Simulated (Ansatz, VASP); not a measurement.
## Two plane-wave programs on SiC

```xyz
2
Lattice="0.0000 2.2016 2.2016 2.2016 0.0000 2.2016 2.1783 2.1783 0.0233" Properties=species:S:1:pos:R:3 pbc="T T T"
Si    0.0000    0.0000    0.0000
C     3.2849    3.2849    3.3199
```

Alike in both runs: task single point; functional PBE; k mesh 12 × 12 × 12; occupations gaussian, width 0.05 eV; no spin polarisation.

|  | VASP | Ansatz |
| --- | --- | --- |
| version | VASP 6.6.1 | Ansatz 0.2.0 |
| potentials or method | VASP PAW PBE potentials, release 64 (Si, C), cutoff 520 eV | scalar-relativistic, plane waves, PAW |
| valence electrons in the cell | 8 | 8 |

VASP gave:

* gap on the k mesh at the Fermi level (eV): 1.31
* least direct gap on the mesh (eV): 4.44
* pressure (GPa): 0.0
* traceless stress, the component that is largest in VASP (GPa): 2.86
* rms of the force components (eV/Å): 0.088

Question: What did Ansatz give for the same quantities?

Answer: gap on the k mesh at the Fermi level (eV): 1.31; least direct gap on the mesh (eV): 4.44; pressure (GPa): 0.1; traceless stress, the component that is largest in VASP (GPa): 2.84; rms of the force components (eV/Å): 0.088.

Atom by atom the forces differ by 0.000 eV/Å (rms over components).
